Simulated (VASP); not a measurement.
# Sc12F (a cell with a defect) in VASP: single point with PBE

Aim: the single point of Sc12F (a cell with a defect) with PBE.

All numbers are computed with VASP 6.6.1; they aren't measurements. Logs are shortened: lines on timing, memory, paths and dates and some standing lists are left out, and cuts for length are marked.

### Step 1. The cell of the first run

The cell holds a defect, 13 atoms: a = 6.620 Å, b = 9.930 Å, c = 5.276 Å, α = 90.00°, β = 90.00°, γ = 120.00°.

### Step 2. Single point, PBE

File INCAR:

```
  PREC = Accurate
  ENCUT = 520
  EDIFF = 1E-6
  ISMEAR = 0
  SIGMA = 0.05
  LREAL = F
  LASPH = T
  NELM = 80
  ALGO = Normal
  ISIF = 2
  LWAVE = F
  LCHARG = T
  GGA = PE
  LELF = T
  LVHAR = T
  NBANDS = 82
```

File KPOINTS:

```
Automatic mesh
0
Gamma
  3 2 3
```

File POSCAR:

```
Sc12F
1.0
    6.6200000000      0.0000000000      0.0000000000
   -4.9650000000      8.5996320000      0.0000000000
    0.0000000000      0.0000000000      5.2761400000
Sc F
12 1
Direct
   -0.0045073902     -0.0004501355      0.0037265880
    0.1638803160      0.2238796962      0.4972807772
    0.0013356429      0.3346509479     -0.0012810502
    0.1662875973      0.5555198176      0.4974278545
   -0.0007307184      0.6664128186     -0.0011491355
    0.1646942587      0.8857496460      0.4953909487
    0.5042438433     -0.0004468796      0.0031591277
    0.6727012879      0.2238764403      0.4967174866
    0.5034235139      0.3376384013      0.0050032789
    0.6689169378      0.5570701165      0.5012414379
    0.5018134844      0.6679118362      0.0027057660
    0.6668833253      0.8887662867      0.5016712976
    0.3341951940      0.1117964118      0.7501910488
```

Potentials or basis: VASP PAW PBE potentials, release 64 (Sc_sv, F).

Command:

```console
$ cat potpaw_PBE.64/Sc_sv/POTCAR potpaw_PBE.64/F/POTCAR > POTCAR
$ mpirun -np 1 vasp_std > vasp.out
```

OUTCAR:

```text
PREC = Accurate
   ENCUT = 520
   EDIFF = 1E-6
   ISMEAR = 0
   LREAL = F
   LASPH = T
   NELM = 80
   ISIF = 2
   GGA = PE

 ion  position               nearest neighbor table
   1  0.995  1.000  0.004-  13 2.36  12 3.23   2 3.24   6 3.24  12 3.25   7 3.25  11 3.28   2 3.30
                             3 3.31   6 3.32   5 3.32   9 3.36   7 3.37
   2  0.164  0.224  0.497-  13 2.35   3 3.24   1 3.24   9 3.25   3 3.25   8 3.25   4 3.29   1 3.30
                            12 3.31   9 3.31  10 3.33   6 3.36   8 3.37
   3  0.001  0.335  0.999-   8 3.23   2 3.24   4 3.25   2 3.25   8 3.25   4 3.26   5 3.30   1 3.31
                             9 3.31   7 3.31   9 3.31  11 3.31
   4  0.166  0.556  0.497-  11 3.24   3 3.25   5 3.25   3 3.26   5 3.26   8 3.28   6 3.28   2 3.29
                            11 3.29  10 3.30  12 3.31  10 3.32
   5  0.999  0.666  0.999-   6 3.23  10 3.24   4 3.25  10 3.26   6 3.26   4 3.26   9 3.27  11 3.30
                             3 3.30  11 3.32   1 3.32   7 3.33
   6  0.165  0.886  0.495-  13 2.36   5 3.23   1 3.24   7 3.25   5 3.26  10 3.27   4 3.28  12 3.31
                            12 3.31   7 3.31   1 3.32   8 3.36   2 3.36
   7  0.504  1.000  0.003-  13 2.35  12 3.24   8 3.24   6 3.25  12 3.25   1 3.25  11 3.29   8 3.30
                             3 3.31   6 3.31   5 3.33   9 3.36   1 3.37
   8  0.673  0.224  0.497-  13 2.36   3 3.23   7 3.24   9 3.24   3 3.25   2 3.25   4 3.28   7 3.30
                            12 3.31   9 3.32  10 3.32   6 3.36   2 3.37
   9  0.503  0.338  0.005-  13 2.36  10 3.23   8 3.24   2 3.25  10 3.26   5 3.27  11 3.28   3 3.31
                             3 3.31   2 3.31   8 3.32   1 3.36   7 3.36
  10  0.669  0.557  0.501-   9 3.23   5 3.24  11 3.25   5 3.26   9 3.26  11 3.26   6 3.27   4 3.30
                            12 3.30   4 3.32   8 3.32   2 3.33
  11  0.502  0.668  0.003-   4 3.24  12 3.25  10 3.25  12 3.26  10 3.26   1 3.28   9 3.28   7 3.29
                             4 3.29   5 3.30   3 3.31   5 3.32
  12  0.667  0.889  0.502-   1 3.23   7 3.24  11 3.25   7 3.25   1 3.25  11 3.26  10 3.30   8 3.31
                             2 3.31   6 3.31   6 3.31   4 3.31
  13  0.334  0.112  0.750-   2 2.35   7 2.35   8 2.36   1 2.36   9 2.36   6 2.36

  LATTYP: Found a simple monoclinic cell.
 ALAT       =     6.6200000000
 B/A-ratio  =     0.7970000000
 C/A-ratio  =     1.3228756170
 COS(beta)  =    -0.1889822420

  Lattice vectors:

 A1 = (   6.6200000000,   0.0000000000,   0.0000000000)
 A2 = (   0.0000000000,   0.0000000000,   5.2761400000)
 A3 = (  -1.6550000000,  -8.5996320000,   0.0000000000)

Analysis of symmetry for initial positions (statically):
=====================================================================
 Subroutine PRICEL returns:
 Original cell was already a primitive cell.

 Routine SETGRP: Setting up the symmetry group for a
 simple monoclinic supercell.

 Subroutine GETGRP returns: Found  1 space group operations
 (whereof  1 operations were pure point group operations)
 out of a pool of  4 trial point group operations.

The static configuration has the point symmetry C_1 .

Analysis of symmetry for dynamics (positions and initial velocities):
=====================================================================
 Subroutine PRICEL returns:
 Original cell was already a primitive cell.

 Routine SETGRP: Setting up the symmetry group for a
 simple monoclinic supercell.

 Subroutine GETGRP returns: Found  1 space group operations
 (whereof  1 operations were pure point group operations)
 out of a pool of  4 trial point group operations.

The dynamic configuration has the point symmetry C_1 .

 Subroutine INISYM returns: Found  1 space group operations
 (whereof  1 operations are pure point group operations),
 and found     1 'primitive' translations

----------------------------------------------------------------------------------------

                                     Primitive cell

  volume of cell :     300.3683

  direct lattice vectors                    reciprocal lattice vectors
     6.620000000  0.000000000  0.000000000     0.151057402  0.087213034  0.000000000
    -4.965000000  8.599632000  0.000000000     0.000000000  0.116284046  0.000000000
     0.000000000  0.000000000  5.276140000     0.000000000  0.000000000  0.189532499

[... 70 lines left out ...]
|     Results are often still useful ...                                      |
|                                                                             |
 -----------------------------------------------------------------------------

 Subroutine IBZKPT returns following result:
 ===========================================

 Found     10 irreducible k-points:

 Following reciprocal coordinates:
            Coordinates               Weight
  0.000000  0.000000  0.000000      1.000000
  0.333333  0.000000  0.000000      2.000000
  0.000000  0.500000  0.000000      1.000000
  0.333333  0.500000  0.000000      2.000000
  0.000000  0.000000  0.333333      2.000000
  0.333333  0.000000  0.333333      2.000000
 -0.333333 -0.000000  0.333333      2.000000
  0.000000  0.500000  0.333333      2.000000
  0.333333  0.500000  0.333333      2.000000
 -0.333333  0.500000  0.333333      2.000000
   k-points           NKPTS =     10   k-points in BZ     NKDIM =     10   number of bands    NBANDS=     82
   number of dos      NEDOS =    301   number of ions     NIONS =     13
   total plane-waves  NPLWV = 160000
   dimension x,y,z NGX =    50 NGY =   80 NGZ =   40
   dimension x,y,z NGXF=   100 NGYF=  160 NGZF=   80
   ions per type =              12   1
   NGX,Y,Z   is equivalent  to a cutoff of  12.56, 13.39, 12.60 a.u.
   NGXF,Y,Z  is equivalent  to a cutoff of  25.11, 26.79, 25.21 a.u.
 SYSTEM =  unknown system
   PREC   = accura    normal or accurate (medium, high low for compatibility)
   ISTART =      0    job   : 0-new  1-cont  2-samecut
   ICHARG =      2    charge: 1-file 2-atom 10-const
   ISPIN  =      1    spin polarized calculation?
   LNONCOLLINEAR =      F non collinear calculations
   LSORBIT =      F    spin-orbit coupling
   LASPH  =      T    aspherical Exc in radial PAW
   ENCUT  =  520.0 eV  38.22 Ry    6.18 a.u.  12.31 18.46  9.81*2*pi/ulx,y,z
   NELM   =     80;   NELMIN=  2; NELMDL= -5     # of ELM steps
   EDIFF  = 0.1E-05   stopping-criterion for ELM
   LREAL  =      F    real-space projection
   EDIFFG = 0.1E-04   stopping-criterion for IOM
   NSW    =      0    number of steps for IOM
   IBRION =     -1    ionic relax: 0-MD 1-quasi-New 2-CG
   NFREE  =      0    steps in history (QN), initial steepest desc. (CG)
   ISIF   =      2    stress and relaxation
   ISYM   =      2    0-nonsym 1-usesym 2-fastsym
   POTIM  = 0.5000    time-step for ionic-motion
   TEBEG  =    0.0;   TEEND  =   0.0 temperature during run
   PSTRESS=    0.0 pullay stress
   NELECT =     139.0000    total number of electrons
   NUPDOWN=      -1.0000    fix difference up-down
   EMIN   =  10.00;   EMAX   =-10.00  energy-range for DOS
   EFERMI =   0.00;   METHOD = LEGACY
   ISMEAR =     0;   SIGMA  =   0.05  broadening in eV -4-tet -1-fermi 0-gaus
   EFERMI_NEDOS =   21; number of points for ismear=-14 and -15
   IALGO  =     38    algorithm
   IMIX   =      4    mixing-type and parameters
     AMIX     =   0.40;   BMIX     =  1.00
     AMIX_MAG =   1.60;   BMIX_MAG =  1.00
  volume/ion in A,a.u.               =      23.11       155.92
  Fermi-wavevector in a.u.,A,eV,Ry     =   1.266276  2.392915 21.816328  1.603455
  Thomas-Fermi vector in A             =   2.399485
   LORBIT       =      0    0 simple, 1 ext, 2 COOP (PROOUT), +10 PAW based schemes
   GGA     = PE    functional components
   LHFCALC =     F    Hartree Fock is set to
   AEXX    =    0.0000 exact exchange contribution
   IVDW    =     0    specifies the selected vdW correction
   LEPSILON=     F    determine dielectric tensor
   LRPA    =     F    only Hartree local field effects (RPA)
 non-spin polarized calculation
 Gauss-broadening in eV      SIGMA  =   0.05
  energy-cutoff  :      520.00
  volume of cell :      300.37
 maximum number of plane-waves:      8103
 NGX is ok and might be reduce to    50
   NGX = 25   NGY = 37   NGZ = 19

 number of electron     139.0000011 magnetization

 Free energy of the ion-electron system (eV)
  ---------------------------------------------------
  ext. energy  EPLUGINS =         0.00000000
  ---------------------------------------------------
  free energy    TOTEN  =       -81.40911201 eV

  energy without entropy =      -81.37879219  energy(sigma->0) =      -81.39395210

 E-fermi :   3.7979     XC(G=0):  -9.9466

 val. band max:        3.7965487290   @ k =   0.0000   0.0000   0.0000
 cond. band min:       3.8044029223   @ k =   0.0000   0.5000   0.3333
 fundamental gap:      0.0078541933
 Fermi energy:         3.7978866548

 k-point     1 :       0.0000    0.0000    0.0000
  band No.  band energies     occupation
      1     -45.6897      2.00000
      2     -45.6655      2.00000
      3     -45.6541      2.00000
      4     -45.6462      2.00000
      5     -45.6408      2.00000
      6     -45.6298      2.00000
[... 829 lines left out ...]
     80       4.8431      0.00000
     81       4.8641      0.00000
 [bands above 81 left out]

------------------------ aborting loop because EDIFF is reached ----------------------------------------

  FORCE on cell =-STRESS in cart. coord.  units (eV):
  Direction    XX          YY          ZZ          XY          YZ          ZX
  --------------------------------------------------------------------------------------
  -------------------------------------------------------------------------------------
  Total        0.1483116      0.1977227     -2.0251871     -0.0249057      0.1884877      0.0500995
  in kB        0.7911003      1.0546611    -10.8024324     -0.1328478      1.0054013      0.2672326
  external PRESSURE =      -2.9855570 kB  Pullay stress =       0.0000000 kB

 VOLUME and BASIS-vectors are now :
 -----------------------------------------------------------------------------
  energy-cutoff  :      520.00
  volume of cell :      300.37
      direct lattice vectors                 reciprocal lattice vectors
     6.620000000  0.000000000  0.000000000     0.151057402  0.087213034  0.000000000
    -4.965000000  8.599632000  0.000000000     0.000000000  0.116284046  0.000000000
     0.000000000  0.000000000  5.276140000     0.000000000  0.000000000  0.189532499

 POSITION                                       TOTAL-FORCE (eV/Angst)
 -----------------------------------------------------------------------------------
      1.62740      8.59576      0.01966        -0.016724     -0.005504      0.009438
     -0.02667      1.92528      2.62372        -0.009839      0.006232     -0.005851
     -1.65270      2.87788      5.26938        -0.000414      0.004622     -0.003331
     -1.65733      4.77727      2.62450         0.003072     -0.000509      0.001615
      3.30642      5.73091      5.27008         0.002083     -0.005307      0.000574
     -3.30747      7.61712      2.61375         0.002173     -0.016023     -0.009426
     -1.62469      8.59579      0.01667         0.011983     -0.006138      0.004957
      3.34174      1.92526      2.62075         0.015745      0.005575     -0.011248
      1.65629      2.90357      0.02640        -0.000377      0.018722      0.008854
      1.66238      4.79060      2.64462        -0.002432      0.003153      0.001824
      0.00582      5.74380      0.01428        -0.001913      0.000585     -0.000287
      0.00204      7.64306      2.64689        -0.002261     -0.003854      0.002755
      1.65730      0.96141      3.95811        -0.001098     -0.001554      0.000127
 -----------------------------------------------------------------------------------
    total drift:                               -0.000282      0.001011      0.000151

  FREE ENERGIE OF THE ION-ELECTRON SYSTEM (eV)
  ---------------------------------------------------
  free  energy   TOTEN  =       -81.4091120074 eV

  energy  without entropy=      -81.3787921864  energy(sigma->0) =      -81.39395210
```

Run time: 18 min. Hardware: 1 thread of Oxide Virtual Turin-like, shared host; peak memory 0.45 GiB.

What came out:

* Free energy: -81.4091 eV
* Pressure: -0.3 GPa
* Largest force: 0.021 eV/Å
* Band gap on the k mesh: zero (an odd number of electrons rules out a gap without spin polarisation)

Forces in eV/Å, atoms in the order of the input:
```
Sc  -0.017 -0.006  0.009
Sc  -0.010  0.006 -0.006
Sc   0.000  0.005 -0.003
Sc   0.003 -0.001  0.002
Sc   0.002 -0.005  0.001
Sc   0.002 -0.016 -0.009
Sc   0.012 -0.006  0.005
Sc   0.016  0.006 -0.011
Sc   0.000  0.019  0.009
Sc  -0.002  0.003  0.002
Sc  -0.002  0.001  0.000
Sc  -0.002 -0.004  0.003
F   -0.001 -0.002  0.000
```

Stress tensor (GPa, compression positive):
```
 0.08 -0.01  0.03
-0.01  0.11  0.10
 0.03  0.10 -1.08
```

Caveat: the k points lie up to 0.40 Å⁻¹ apart, too coarse for converged energies and pressures of a metal.
